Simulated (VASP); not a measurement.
# Cr (Fd-3m) in VASP: notebook

Runs on Cr. Level: PBE. Tasks: single point.

All numbers are computed with VASP 6.6.1; they aren't measurements. Logs are shortened: lines on timing, memory, paths and dates and some standing lists are left out, and cuts for length are marked.

## 1. The cell of the first run

It takes space group Fd-3m (No. 227, cubic). The conventional cell has a = 4.767 Å, b = 4.767 Å, c = 4.767 Å, α = 90.00°, β = 90.00°, γ = 90.00°. Within 2.7 Å of Cr (site symmetry -43m) lie 4 Cr at 2.06 Å.

## 2. Single point, PBE, collinear spin, ferromagnetic start

INCAR

```
PREC = Accurate
ENCUT = 520
EDIFF = 1E-6
ISMEAR = -1
SIGMA = 0.05
LREAL = F
LASPH = T
NELM = 150
ALGO = Normal
ISIF = 2
LWAVE = F
LCHARG = F
ISPIN = 2
MAGMOM = 3 3
LORBIT = 11
LMAXMIX = 4
GGA = PE
NBANDS = 23
```

KPOINTS

```
Automatic mesh
0
Gamma
  8 8 8
```

POSCAR

```
Cr
1.0
    0.0000000000      2.3836574041      2.3836574041
    2.3836574041      0.0000000000      2.3836574041
    2.3836574041      2.3836574041      0.0000000000
Cr
2
Direct
    0.0000000000      0.0000000000      0.0000000000
    0.2500000000      0.2500000000      0.2500000000
```

Potentials or basis: VASP PAW PBE potentials, release 64 (Cr_pv).

Launch:

```
cat potpaw_PBE.64/Cr_pv/POTCAR > POTCAR
mpirun -np 1 vasp_std > vasp.out
```

OUTCAR:

```text
PREC = Accurate
   ENCUT = 520
   EDIFF = 1E-6
   ISMEAR = -1
   LREAL = F
   LASPH = T
   NELM = 150
   ISIF = 2
   ISPIN = 2
   LORBIT = 11
   GGA = PE

 ion  position               nearest neighbor table
   1  0.000  0.000  0.000-   2 2.06   2 2.06   2 2.06   2 2.06
   2  0.250  0.250  0.250-   1 2.06   1 2.06   1 2.06   1 2.06

  LATTYP: Found a face centered cubic cell.
 ALAT       =     4.7673148082

  Lattice vectors:

 A1 = (   0.0000000000,   2.3836574041,   2.3836574041)
 A2 = (   2.3836574041,   0.0000000000,   2.3836574041)
 A3 = (   2.3836574041,   2.3836574041,   0.0000000000)

Analysis of symmetry for initial positions (statically):
=====================================================================
 Subroutine PRICEL returns:
 Original cell was already a primitive cell.

 Routine SETGRP: Setting up the symmetry group for a
 face centered cubic supercell.

 Subroutine GETGRP returns: Found 48 space group operations
 (whereof 24 operations were pure point group operations)
 out of a pool of 48 trial point group operations.

The static configuration has the point symmetry T_d .
 The point group associated with its full space group is O_h .

Analysis of symmetry for dynamics (positions and initial velocities):
=====================================================================
 Subroutine PRICEL returns:
 Original cell was already a primitive cell.

 Routine SETGRP: Setting up the symmetry group for a
 face centered cubic supercell.

 Subroutine GETGRP returns: Found 48 space group operations
 (whereof 24 operations were pure point group operations)
 out of a pool of 48 trial point group operations.

The dynamic configuration has the point symmetry T_d .
 The point group associated with its full space group is O_h .

Analysis of structural, dynamic, and magnetic symmetry:
=====================================================================
 Subroutine PRICEL returns:
 Original cell was already a primitive cell.

 Routine SETGRP: Setting up the symmetry group for a
 face centered cubic supercell.

 Subroutine GETGRP returns: Found 48 space group operations
 (whereof 24 operations were pure point group operations)
 out of a pool of 48 trial point group operations.

The overall configuration has the point symmetry T_d .
 The point group associated with its full space group is O_h .

 Subroutine INISYM returns: Found 48 space group operations
 (whereof 24 operations are pure point group operations),
 and found     1 'primitive' translations

----------------------------------------------------------------------------------------

                                     Primitive cell

  volume of cell :      27.0870

  direct lattice vectors                    reciprocal lattice vectors
     0.000000000  2.383657404  2.383657404    -0.209761688  0.209761688  0.209761688
     2.383657404  0.000000000  2.383657404     0.209761688 -0.209761688  0.209761688
     2.383657404  2.383657404  0.000000000     0.209761688  0.209761688 -0.209761688

  length of vectors
     3.371000629  3.371000629  3.371000629     0.363317901  0.363317901  0.363317901

  position of ions in fractional coordinates (direct lattice)
     0.000000000  0.000000000  0.000000000
     0.250000000  0.250000000  0.250000000

  ion indices of the primitive-cell ions
   primitive index   ion index
                 1           1
                 2           2

----------------------------------------------------------------------------------------

 KPOINTS: Automatic mesh

Automatic generation of k-mesh.
 Grid dimensions read from file:
 generate k-points for:    8    8    8

 Generating k-lattice:

  Cartesian coordinates                     Fractional coordinates (reciprocal lattice)
    -0.026220211  0.026220211  0.026220211     0.125000000  0.000000000  0.000000000
     0.026220211 -0.026220211  0.026220211     0.000000000  0.125000000  0.000000000
     0.026220211  0.026220211 -0.026220211     0.000000000  0.000000000  0.125000000

  Length of vectors
     0.045414738  0.045414738  0.045414738

  Shift w.r.t. Gamma in fractional coordinates (k-lattice)
     0.000000000  0.000000000  0.000000000

 Subroutine IBZKPT returns following result:
 ===========================================

 Found     29 irreducible k-points:

 Following reciprocal coordinates:
            Coordinates               Weight
  0.000000  0.000000  0.000000      1.000000
  0.125000  0.000000  0.000000      8.000000
  0.250000  0.000000  0.000000      8.000000
  0.375000  0.000000  0.000000      8.000000
  0.500000  0.000000  0.000000      4.000000
  0.125000  0.125000  0.000000      6.000000
[... 16 lines left out ...]
  0.500000  0.250000  0.125000     48.000000
 -0.375000  0.250000  0.125000     24.000000
 [... further k-points ...]
   k-points           NKPTS =     29   k-points in BZ     NKDIM =     29   number of bands    NBANDS=     23
   number of dos      NEDOS =    301   number of ions     NIONS =      2
   total plane-waves  NPLWV =  21952
   dimension x,y,z NGX =    28 NGY =   28 NGZ =   28
   dimension x,y,z NGXF=    56 NGYF=   56 NGZF=   56
   ions per type =               2
   NGX,Y,Z   is equivalent  to a cutoff of  13.81, 13.81, 13.81 a.u.
   NGXF,Y,Z  is equivalent  to a cutoff of  27.62, 27.62, 27.62 a.u.
 SYSTEM =  unknown system
   PREC   = accura    normal or accurate (medium, high low for compatibility)
   ISTART =      0    job   : 0-new  1-cont  2-samecut
   ICHARG =      2    charge: 1-file 2-atom 10-const
   ISPIN  =      2    spin polarized calculation?
   LNONCOLLINEAR =      F non collinear calculations
   LSORBIT =      F    spin-orbit coupling
   LASPH  =      T    aspherical Exc in radial PAW
   ENCUT  =  520.0 eV  38.22 Ry    6.18 a.u.   6.27  6.27  6.27*2*pi/ulx,y,z
   NELM   =    150;   NELMIN=  2; NELMDL= -5     # of ELM steps
   EDIFF  = 0.1E-05   stopping-criterion for ELM
   LREAL  =      F    real-space projection
   EDIFFG = 0.1E-04   stopping-criterion for IOM
   NSW    =      0    number of steps for IOM
   IBRION =     -1    ionic relax: 0-MD 1-quasi-New 2-CG
   NFREE  =      0    steps in history (QN), initial steepest desc. (CG)
   ISIF   =      2    stress and relaxation
   ISYM   =      2    0-nonsym 1-usesym 2-fastsym
   POTIM  = 0.5000    time-step for ionic-motion
   TEBEG  =    0.0;   TEEND  =   0.0 temperature during run
   PSTRESS=    0.0 pullay stress
   NELECT =      24.0000    total number of electrons
   NUPDOWN=      -1.0000    fix difference up-down
   EMIN   =  10.00;   EMAX   =-10.00  energy-range for DOS
   EFERMI =   0.00;   METHOD = LEGACY
   ISMEAR =    -1;   SIGMA  =   0.05  broadening in eV -4-tet -1-fermi 0-gaus
   EFERMI_NEDOS =   21; number of points for ismear=-14 and -15
   IALGO  =     38    algorithm
   IMIX   =      4    mixing-type and parameters
     AMIX     =   0.40;   BMIX     =  1.00
     AMIX_MAG =   1.60;   BMIX_MAG =  1.00
  volume/ion in A,a.u.               =      13.54        91.40
  Fermi-wavevector in a.u.,A,eV,Ry     =   1.572382  2.971371 33.638844  2.472385
  Thomas-Fermi vector in A             =   2.673825
   LORBIT       =     11    0 simple, 1 ext, 2 COOP (PROOUT), +10 PAW based schemes
   GGA     = PE    functional components
   LHFCALC =     F    Hartree Fock is set to
   AEXX    =    0.0000 exact exchange contribution
   IVDW    =     0    specifies the selected vdW correction
   LEPSILON=     F    determine dielectric tensor
   LRPA    =     F    only Hartree local field effects (RPA)
 spin polarized calculation
  energy-cutoff  :      520.00
  volume of cell :       27.09
 maximum number of plane-waves:       745
 NGX is ok and might be reduce to    28
   NGX = 13   NGY = 13   NGZ = 13

 number of electron      24.0000008 magnetization      -0.0063883

 number of electron      24.0000008 magnetization       0.0010143

 Free energy of the ion-electron system (eV)
  ---------------------------------------------------
  ext. energy  EPLUGINS =         0.00000000
  ---------------------------------------------------
  free energy    TOTEN  =       -14.22517711 eV

  energy without entropy =      -14.19836557  energy(sigma->0) =      -14.21177134

 E-fermi :   8.6118     XC(G=0): -12.3509

 val. band max:        8.6061465198   @ k =  -0.2500   0.3750   0.1250
 cond. band min:       8.6469662049   @ k =   0.2500   0.1250   0.0000
 fundamental gap:      0.0408196851
 Fermi energy:         8.6118272375

 spin component 1

 k-point     1 :       0.0000    0.0000    0.0000
  band No.  band energies     occupation
      1     -34.3344      1.00000
      2     -34.3344      1.00000
      3     -34.3344      1.00000
      4     -33.0211      1.00000
      5     -33.0211      1.00000
      6     -33.0211      1.00000
[... 15 lines left out ...]
     22      24.0793      0.00000
     23      24.0793      0.00000
[... 575 lines left out ...]
      1     -34.6774      1.00000
      2     -34.5732      1.00000
      3     -34.0764      1.00000
      4     -33.2933      1.00000
      5     -32.7736      1.00000
      6     -32.6908      1.00000
[... 15 lines left out ...]
     22      17.9783      0.00000
     23      22.8353      0.00000

 [... further k-points ...]

 spin component 2

 k-point     1 :       0.0000    0.0000    0.0000
  band No.  band energies     occupation
      1     -34.3340      1.00000
      2     -34.3340      1.00000
      3     -34.3340      1.00000
      4     -33.0207      1.00000
      5     -33.0207      1.00000
      6     -33.0207      1.00000
[... 15 lines left out ...]
     22      24.0795      0.00000
     23      24.0795      0.00000
[... 575 lines left out ...]
      1     -34.6770      1.00000
      2     -34.5729      1.00000
      3     -34.0760      1.00000
      4     -33.2929      1.00000
      5     -32.7732      1.00000
      6     -32.6905      1.00000
[... 15 lines left out ...]
     22      17.9785      0.00000
     23      22.8356      0.00000

 [... further k-points ...]
[... 5 lines left out ...]
  --------------------------------------------------------------------------------------
  -------------------------------------------------------------------------------------
  Total        5.3840316      5.3840316      5.3840316      0.0000000      0.0000000      0.0000000
  in kB      318.4613132    318.4613132    318.4613132      0.0000000      0.0000000      0.0000000
  external PRESSURE =     318.4613132 kB  Pullay stress =       0.0000000 kB

 VOLUME and BASIS-vectors are now :
 -----------------------------------------------------------------------------
  energy-cutoff  :      520.00
  volume of cell :       27.09
      direct lattice vectors                 reciprocal lattice vectors
     0.000000000  2.383657404  2.383657404    -0.209761688  0.209761688  0.209761688
     2.383657404  0.000000000  2.383657404     0.209761688 -0.209761688  0.209761688
     2.383657404  2.383657404  0.000000000     0.209761688  0.209761688 -0.209761688

 POSITION                                       TOTAL-FORCE (eV/Angst)
 -----------------------------------------------------------------------------------
      0.00000      0.00000      0.00000        -0.000000     -0.000000     -0.000000
      1.19183      1.19183      1.19183         0.000000      0.000000      0.000000
 -----------------------------------------------------------------------------------
    total drift:                                0.000000      0.000000      0.000000

  FREE ENERGIE OF THE ION-ELECTRON SYSTEM (eV)
  ---------------------------------------------------
  free  energy   TOTEN  =       -14.2251771085 eV

  energy  without entropy=      -14.1983655711  energy(sigma->0) =      -14.21177134

 total charge

# of ion       s       p       d       tot
------------------------------------------
    1        0.504   6.236   4.760  11.500
    2        0.504   6.236   4.760  11.500
--------------------------------------------------
tot          1.008  12.472   9.519  23.000

 magnetization (x)

# of ion       s       p       d       tot
------------------------------------------
    1        0.000   0.000   0.000   0.000
    2        0.000   0.000   0.000   0.000
--------------------------------------------------
tot          0.000   0.000   0.001   0.001
```

Wall time 20 s (1 thread of Intel Xeon 6975P-C (Granite Rapids), shared host); peak memory 0.17 GiB.

Results:

```
Free energy                                           : -14.2252 eV
Pressure                                              : 31.8 GPa
Band gap on the k mesh                                : zero (filled and empty bands overlap)
Net moment                                            : 0.00 μB per cell
Valence electrons inside the program's atomic spheres : Cr 11.50
```

Levels at points of the mesh, in eV from the Fermi level:
Spin up:
| k point | band 9 | band 10 | band 11 | band 12 | band 13 | band 14 | band 15 | band 16 |
| --- | --- | --- | --- | --- | --- | --- | --- | --- |
| (0.00, 0.00, 0.00) | -2.24 | -1.38 | -1.38 | -1.38 | 1.22 | 1.22 | 1.22 | 3.86 |
| (0.50, 0.00, 0.00) | -2.11 | -2.11 | -1.50 | -1.50 | 0.20 | 2.20 | 2.20 | 3.37 |
| (0.50, 0.50, 0.00) | -1.40 | -1.40 | 0.32 | 0.32 | 0.69 | 0.69 | 3.65 | 3.65 |
Spin down:
| k point | band 9 | band 10 | band 11 | band 12 | band 13 | band 14 | band 15 | band 16 |
| --- | --- | --- | --- | --- | --- | --- | --- | --- |
| (0.00, 0.00, 0.00) | -2.24 | -1.38 | -1.38 | -1.38 | 1.22 | 1.22 | 1.22 | 3.86 |
| (0.50, 0.00, 0.00) | -2.11 | -2.11 | -1.50 | -1.50 | 0.20 | 2.20 | 2.20 | 3.37 |
| (0.50, 0.50, 0.00) | -1.40 | -1.40 | 0.32 | 0.32 | 0.69 | 0.69 | 3.65 | 3.65 |

Caveat: the starting moments collapsed, and a magnetic state may lie lower.

## 3. Single point, PBE, collinear spin, ferromagnetic start

This run uses another cell than the first one, of 14.26 Å³/atom, 1.053 times its volume.

INCAR

```
SYSTEM = Cr
ALGO = Normal ; EDIFF = 1E-6
ENCUT = 520 ; GGA = PE
ISIF = 2 ; ISMEAR = -1
ISPIN = 2 ; LASPH = .TRUE.
LCHARG = .TRUE. ; LELF = .TRUE.
LMAXMIX = 4 ; LORBIT = 11
LREAL = .FALSE. ; LVHAR = .TRUE.
LWAVE = .FALSE. ; MAGMOM = 3 3
NBANDS = 23 ; NELM = 150
PREC = Accurate ; SIGMA = 0.05
```

KPOINTS

```
k-points
0
G
  8 8 8
  0 0 0
```

POSCAR

```
Cr
1.0
    0.0000000000      2.4252306070      2.4252306070
    2.4252306070      0.0000000000      2.4252306070
    2.4252306070      2.4252306070      0.0000000000
Cr
2
Direct
    0.0000000000      0.0000000000      0.0000000000
    0.2500000000      0.2500000000      0.2500000000
```

Potentials or basis: VASP PAW PBE potentials, release 64 (Cr_pv).

Launch:

```
cat potpaw_PBE.64/Cr_pv/POTCAR > POTCAR
mpirun -np 1 vasp_std > vasp.out
```

Run time: 21 s. Hardware: 1 thread of Intel Xeon 6975P-C (Granite Rapids), shared host; peak memory 0.17 GiB.

The run converged. Its results:

| Property | Result |
| --- | --- |
| Free energy | -14.4616 eV |
| Pressure | 21.1 GPa |
| Band gap on the k mesh | zero (filled and empty bands overlap) |
| Net moment | 0.00 μB per cell |
| Valence electrons inside the program's atomic spheres | Cr 11.39 |

Levels at points of the mesh, in eV from the Fermi level:
Spin up:
```csv
k point,band 9,band 10,band 11,band 12,band 13,band 14,band 15,band 16
"(0.00, 0.00, 0.00)",-2.04,-1.30,-1.30,-1.30,1.17,1.17,1.17,3.65
"(0.50, 0.00, 0.00)",-1.93,-1.93,-1.39,-1.39,0.11,2.08,2.08,3.20
"(0.50, 0.50, 0.00)",-1.29,-1.29,0.18,0.18,0.71,0.71,3.45,3.45
```
Spin down:
| k point | band 9 | band 10 | band 11 | band 12 | band 13 | band 14 | band 15 | band 16 |
| --- | --- | --- | --- | --- | --- | --- | --- | --- |
| (0.00, 0.00, 0.00) | -2.04 | -1.30 | -1.30 | -1.30 | 1.17 | 1.17 | 1.17 | 3.65 |
| (0.50, 0.00, 0.00) | -1.93 | -1.93 | -1.39 | -1.39 | 0.11 | 2.08 | 2.08 | 3.20 |
| (0.50, 0.50, 0.00) | -1.29 | -1.29 | 0.18 | 0.18 | 0.71 | 0.71 | 3.46 | 3.46 |

Caveat: the starting moments collapsed, and a magnetic state may lie lower.
